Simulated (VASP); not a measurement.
# Rh (Im-3m) in VASP: further runs

The runs below take Rh through single point, with PBE.

Program: VASP 6.6.1. These are calculated values, not measurements. Logs are shortened: lines on timing, memory, paths and dates and some standing lists are left out, and cuts for length are marked.

## (1) The cell of the first run

It takes space group Im-3m (No. 229, cubic). Conventional cell: a = 3.131 Å, b = 3.131 Å, c = 3.131 Å, α = 90.00°, β = 90.00°, γ = 90.00°. Rh (site symmetry m-3m) has 14 Rh at 2.71 to 3.13 Å within 3.6 Å.

## (2) Single point, PBE

The input, INCAR:

```
PREC = Accurate
ENCUT = 520
EDIFF = 1E-6
ISMEAR = -1
SIGMA = 0.06122561905347299
LREAL = F
LASPH = T
NELM = 80
ALGO = Normal
ISIF = 2
LWAVE = F
LCHARG = F
GGA = PE
NBANDS = 14
```

The input, KPOINTS:

```
regular mesh
0
Gamma
  50 50 50
```

The input, POSCAR:

```
Rh
1.0
   -1.5655205800      1.5655205800      1.5655205800
    1.5655205800     -1.5655205800      1.5655205800
    1.5655205800      1.5655205800     -1.5655205800
Rh
1
Direct
    0.0000000000      0.0000000000      0.0000000000
```

Potentials or basis: VASP PAW PBE potentials, release 64 (Rh_pv).

The run is started by

```
> cat potpaw_PBE.64/Rh_pv/POTCAR > POTCAR
> mpirun -np 1 vasp_std > vasp.out
```

OUTCAR:

```text
PREC = Accurate
   ENCUT = 520
   EDIFF = 1E-6
   ISMEAR = -1
   LREAL = F
   LASPH = T
   NELM = 80
   ISIF = 2
   GGA = PE

 ion  position               nearest neighbor table
   1  0.000  0.000  0.000-

  LATTYP: Found a body centered cubic cell.
 ALAT       =     3.1310411600

  Lattice vectors:

 A1 = (  -1.5655205800,   1.5655205800,   1.5655205800)
 A2 = (   1.5655205800,  -1.5655205800,   1.5655205800)
 A3 = (   1.5655205800,   1.5655205800,  -1.5655205800)

Analysis of symmetry for initial positions (statically):
=====================================================================
 Subroutine PRICEL returns:
 Original cell was already a primitive cell.

 Routine SETGRP: Setting up the symmetry group for a
 body centered cubic supercell.

 Subroutine GETGRP returns: Found 48 space group operations
[... 9 lines left out ...]

 Routine SETGRP: Setting up the symmetry group for a
 body centered cubic supercell.

 Subroutine GETGRP returns: Found 48 space group operations
[... 11 lines left out ...]
                                     Primitive cell

  volume of cell :      15.3475

  direct lattice vectors                    reciprocal lattice vectors
    -1.565520580  1.565520580  1.565520580     0.000000000  0.319382579  0.319382579
     1.565520580 -1.565520580  1.565520580     0.319382579  0.000000000  0.319382579
     1.565520580  1.565520580 -1.565520580     0.319382579  0.319382579  0.000000000

  length of vectors
     2.711561185  2.711561185  2.711561185     0.451675175  0.451675175  0.451675175

  position of ions in fractional coordinates (direct lattice)
     0.000000000  0.000000000  0.000000000

  ion indices of the primitive-cell ions
   primitive index   ion index
                 1           1

----------------------------------------------------------------------------------------

 KPOINTS: regular mesh

Automatic generation of k-mesh.
 Grid dimensions read from file:
 generate k-points for:   50   50   50

 Generating k-lattice:

  Cartesian coordinates                     Fractional coordinates (reciprocal lattice)
     0.000000000  0.006387652  0.006387652     0.020000000  0.000000000  0.000000000
     0.006387652  0.000000000  0.006387652     0.000000000  0.020000000  0.000000000
     0.006387652  0.006387652  0.000000000     0.000000000  0.000000000  0.020000000

  Length of vectors
     0.009033503  0.009033503  0.009033503

[... 52 lines left out ...]
   NELM   =     80;   NELMIN=  2; NELMDL= -5     # of ELM steps
   EDIFF  = 0.1E-05   stopping-criterion for ELM
   LREAL  =      F    real-space projection
   EDIFFG = 0.1E-04   stopping-criterion for IOM
   NSW    =      0    number of steps for IOM
   IBRION =     -1    ionic relax: 0-MD 1-quasi-New 2-CG
   NFREE  =      0    steps in history (QN), initial steepest desc. (CG)
   ISIF   =      2    stress and relaxation
   ISYM   =      2    0-nonsym 1-usesym 2-fastsym
   POTIM  = 0.5000    time-step for ionic-motion
   TEBEG  =    0.0;   TEEND  =   0.0 temperature during run
   PSTRESS=    0.0 pullay stress
   NELECT =      15.0000    total number of electrons
   NUPDOWN=      -1.0000    fix difference up-down
   EMIN   =  10.00;   EMAX   =-10.00  energy-range for DOS
   EFERMI =   0.00;   METHOD = LEGACY
   ISMEAR =    -1;   SIGMA  =   0.06  broadening in eV -4-tet -1-fermi 0-gaus
   EFERMI_NEDOS =   21; number of points for ismear=-14 and -15
   IALGO  =     38    algorithm
   IMIX   =      4    mixing-type and parameters
     AMIX     =   0.40;   BMIX     =  1.00
     AMIX_MAG =   1.60;   BMIX_MAG =  1.00
  volume/ion in A,a.u.               =      15.35       103.57
  Fermi-wavevector in a.u.,A,eV,Ry     =   1.624650  3.070143 35.912408  2.639488
  Thomas-Fermi vector in A             =   2.717902
   LORBIT       =      0    0 simple, 1 ext, 2 COOP (PROOUT), +10 PAW based schemes
   GGA     = PE    functional components
[... 5 lines left out ...]
 non-spin polarized calculation
  energy-cutoff  :      520.00
  volume of cell :       15.35
 maximum number of plane-waves:       427
   NGX =  9   NGY =  9   NGZ =  9

 number of electron      15.0000000 magnetization

 Free energy of the ion-electron system (eV)
  ---------------------------------------------------
  ext. energy  EPLUGINS =         0.00000000
  ---------------------------------------------------
  free energy    TOTEN  =        -6.88728073 eV

  energy without entropy =       -6.85339508  energy(sigma->0) =       -6.87033791

 E-fermi :   9.8547     XC(G=0): -13.3151

 val. band max:        9.8533546347   @ k =   0.3200   0.1400   0.0400
 cond. band min:       9.8550439983   @ k =   0.3200   0.0000   0.0000
 fundamental gap:      0.0016893635
 Fermi energy:         9.8547176447

 k-point     1 :       0.0000    0.0000    0.0000
  band No.  band energies     occupation
      1     -36.0429      2.00000
      2     -36.0429      2.00000
      3     -36.0429      2.00000
      4       2.8394      2.00000
      5       7.3436      2.00000
      6       7.3436      2.00000
      7       7.3436      2.00000
      8       9.4793      1.99566
      9       9.4793      1.99566
     10      28.1732      0.00000
     11      28.1732      0.00000
     12      28.1732      0.00000
     13      31.1362      0.00000
     14      37.0938      0.00000
[... 377 lines left out ...]
      1     -36.5449      2.00000
      2     -36.2151      2.00000
      3     -36.0418      2.00000
      4       4.7814      2.00000
      5       6.0517      2.00000
      6       9.3924      1.99895
      7       9.7549      1.67265
      8      10.9974      0.00000
      9      11.1446      0.00000
     10      18.5973      0.00000
     11      24.3577      0.00000
     12      27.5122      0.00000
     13      31.1341      0.00000
     14      33.9874      0.00000

 [... further k-points ...]

------------------------ aborting loop because EDIFF is reached ----------------------------------------

  FORCE on cell =-STRESS in cart. coord.  units (eV):
  Direction    XX          YY          ZZ          XY          YZ          ZX
  --------------------------------------------------------------------------------------
  -------------------------------------------------------------------------------------
  Total       -1.1171384     -1.1171384     -1.1171384     -0.0000000      0.0000000     -0.0000000
  in kB     -116.6222026   -116.6222026   -116.6222026     -0.0000000      0.0000000     -0.0000000
  external PRESSURE =    -116.6222026 kB  Pullay stress =       0.0000000 kB

 VOLUME and BASIS-vectors are now :
 -----------------------------------------------------------------------------
  energy-cutoff  :      520.00
  volume of cell :       15.35
      direct lattice vectors                 reciprocal lattice vectors
    -1.565520580  1.565520580  1.565520580     0.000000000  0.319382579  0.319382579
     1.565520580 -1.565520580  1.565520580     0.319382579  0.000000000  0.319382579
     1.565520580  1.565520580 -1.565520580     0.319382579  0.319382579  0.000000000

 POSITION                                       TOTAL-FORCE (eV/Angst)
 -----------------------------------------------------------------------------------
      0.00000      0.00000      0.00000         0.000000     -0.000000      0.000000
 -----------------------------------------------------------------------------------
    total drift:                                0.000000     -0.000000      0.000000

  FREE ENERGIE OF THE ION-ELECTRON SYSTEM (eV)
  ---------------------------------------------------
  free  energy   TOTEN  =        -6.8872807275 eV

  energy  without entropy=       -6.8533950826  energy(sigma->0) =       -6.87033791
```

It took 4.4 min on 1 thread of Intel Xeon 6975P-C (Granite Rapids), shared host; peak memory 0.65 GiB.

Results:

```yaml
Free_energy: -6.8873 eV
Pressure: -11.7 GPa
```

Levels at points of the mesh, in eV from the Fermi level:
```
           k point  band 3  band 4  band 5  band 6  band 7  band 8  band 9  band 10  band 11  band 12
(0.00, 0.00, 0.00)  -45.90   -7.02   -2.51   -2.51   -2.51   -0.38   -0.38    18.32    18.32    18.32
(0.50, 0.00, 0.00)  -45.90   -5.09   -3.82   -0.44   -0.09    1.37    1.39     8.41    14.42    17.49
(0.50, 0.50, 0.50)  -46.27   -5.03   -5.03    0.94    0.94    0.94    9.05     9.05     9.05    17.80
```

## (3) Single point, PBE

This run uses another cell than the first one, of 13.61 Å³/atom, 0.887 times its volume.

The input, INCAR:

```
SYSTEM = Rh
ALGO = Normal ; EDIFF = 1E-6
ENCUT = 520 ; GGA = PE
ISIF = 2 ; ISMEAR = -1
LASPH = .True. ; LCHARG = .False.
LREAL = .False. ; LWAVE = .False.
NBANDS = 14 ; NELM = 60
PREC = Accurate ; SIGMA = 0.06122561905347299
```

The input, KPOINTS:

```
k-points
0
Gamma
  25 25 25
  0 0 0
```

The input, POSCAR:

```
Rh
1.0
   -1.5040632869      1.5040632869      1.5040632869
    1.5040632869     -1.5040632869      1.5040632869
    1.5040632869      1.5040632869     -1.5040632869
Rh
1
Direct
    0.0000000000      0.0000000000      0.0000000000
```

Potentials or basis: VASP PAW PBE potentials, release 64 (Rh_pv).

The run is started by

```
> cat potpaw_PBE.64/Rh_pv/POTCAR > POTCAR
> mpirun -np 1 vasp_std > vasp.out
```

Run time: 55 s. Hardware: 1 thread of Intel Xeon Platinum 8259CL at 2.50GHz (Skylake/Cascade Lake), shared host; peak memory 0.18 GiB.

The run converged. Its results:

```yaml
Free_energy: -6.8767 eV
Pressure: 16.9 GPa
```

Levels at points of the mesh, in eV from the Fermi level:
```
           k point  band 3  band 4  band 5  band 6  band 7  band 8  band 9  band 10  band 11  band 12
(0.00, 0.00, 0.00)  -46.05   -7.84   -3.01   -3.01   -3.01   -0.47   -0.47    18.53    18.53    18.53
```

(Part 1 of 2 ends here.)
